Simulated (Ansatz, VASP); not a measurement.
# One calculation of Si, two programs

```xyz
4
Lattice="3.8252 0.0000 0.0000 -1.9126 3.3127 0.0000 0.0000 0.0000 6.3331" Properties=species:S:1:pos:R:3 pbc="T T T"
Si    0.0000    2.2085    0.3998
Si    1.9126    1.1042    3.5664
Si    0.0000    2.2085    2.7667
Si    1.9126    1.1042    5.9333
```

Alike in both runs: functional r2SCAN; dispersion rVV10; k mesh 12 × 12 × 6; occupations gaussian, width 0.02 eV; no spin polarisation.

Ansatz relaxed the structure, and its values are those at the end. VASP's run is a single point on that final structure, the one shown.

```csv
,VASP,Ansatz
version,VASP 6.6.1,Ansatz 0.2.0
potentials or method,"VASP PAW PBE potentials, release 64 (Si), cutoff 550 eV","scalar-relativistic, plane waves, PAW"
valence electrons in the cell,16,16
```

Ansatz gave:

```
gap on the k mesh at the Fermi level (eV) : 0.56
least direct gap on the mesh (eV)         : 1.36
pressure (GPa)                            : 0.0
```

Problem. Which values does VASP return?

Solution. gap on the k mesh at the Fermi level (eV): 0.57; least direct gap on the mesh (eV): 1.38; pressure (GPa): -0.2.

VASP's potentials were made for PBE, not for r2SCAN.
